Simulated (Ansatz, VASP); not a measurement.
## Two plane-wave programs on TiAl

```xyz
2
Lattice="3.1713 0.0000 0.0000 0.0000 3.1713 0.0000 0.0000 0.0000 3.2665" Properties=species:S:1:pos:R:3 pbc="T T T"
Ti    0.0000    0.0000    0.0000
Al    1.5857    1.5857    1.6332
```

Change from the starting cell: strain +0.000 along x and y, +0.030 along z, atoms carried along.

Alike in both runs: task single point; functional r2SCAN; k mesh 20 × 20 × 20; occupations gaussian, width 0.15 eV; no spin polarisation.

|  | VASP | Ansatz |
| --- | --- | --- |
| version | VASP 6.6.1 | Ansatz 0.2.0 |
| potentials or method | VASP PAW PBE potentials, release 64 (Ti_sv, Al), cutoff 520 eV | scalar-relativistic, plane waves, PAW |
| valence electrons in the cell | 15 | 15 |

VASP gave:

```
gap on the k mesh at the Fermi level (eV)                     : none
pressure (GPa)                                                : -3.2
traceless stress, the component that is largest in VASP (GPa) : 0.93
```

Q: What did Ansatz give for the same quantities?

A: gap on the k mesh at the Fermi level (eV): none; pressure (GPa): -3.3; traceless stress, the component that is largest in VASP (GPa): 0.93.

VASP's potentials were made for PBE, not for r2SCAN. A gap of «none» marks a metal or a gap that the smearing closes. The functional is the same, so the differences come from potentials, cutoffs and numerics.
